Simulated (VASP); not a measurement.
Runs of VASP 6.6.1 on Cu4O. The structure is that of space group Im-3m (No. 229), or close to it. The cells are those of the table. 

```tsv
task	spin	cell	k mesh	cutoff (eV)	gap on the mesh (eV)	pressure (GPa)	moment (μB)
single point	collinear, ferromagnetic start	a = 4.370 Å, angles 109.5°, 5 atoms	6 × 6 × 6	520	none	(a)	0.00
single point	collinear, ferromagnetic start	a = 4.306 Å, angles 109.5°, 5 atoms	6 × 6 × 6	520	none	5.8	0.00
single point	off	a = 4.372 Å, angles 109.5°, 5 atoms	10 × 10 × 10	520	none	0.3	-
relaxation of cell and atoms	off	relaxed from a = 4.370 Å, angles 109.5°, 5 atoms	10 × 10 × 10	600	none	-0.1	-
```

Alike in all rows: level PBE; potentials or basis VASP PAW PBE potentials, release 64 (Cu, O); smearing gaussian 0.1 eV.

Fill in the values left out.

(a) 0.7.

A gap of «none» marks levels without a gap at the run's occupations.
